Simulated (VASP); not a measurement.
Runs of VASP 6.6.1 on Ir. The structure is that of space group Fm-3m (No. 225), or close to it. The cells are those of the table. 

| potentials or basis | k mesh | cutoff (eV) | smearing | second run | gap on the mesh (eV) | pressure (GPa) |
| --- | --- | --- | --- | --- | --- | --- |
| VASP PAW PBE potentials, release 64 (Ir) | 18 × 18 × 18 | 520 | gaussian 0.1 eV | - | none | 2.5 |
| VASP PAW PBE potentials, release 64 (Ir) | 30 × 30 × 30 | 520 | gaussian 0.15 eV | - | none | (a) |
| VASP PAW PBE potentials, release 64 (Ir_sv_GW) | 18 × 18 × 18 | 550 | gaussian 0.1 eV | valence_matched | none | -2.2 |
| VASP PAW PBE potentials, release 64 (Ir) | 26 × 26 × 26 | 520 | gaussian 0.15 eV | - | none | 2.5 |

Alike in all rows: task single point; level r2SCAN; no spin polarisation; cell a = 2.718 Å, angles 60.0°, 1 atom.

**Question.** Estimate the missing entries.

**Answer.** (a) 2.6.

Caveats: the PAW data sets were made with another functional, which shifts forces and pressure a little; spin-orbit coupling is left out, which moves the levels of the heavy elements.

A k mesh can miss the band edges, and the runs leave out spin-orbit coupling on Ir.

A gap of «none» marks levels without a gap at the run's occupations.

The runs don't all hold the same shells in valence.
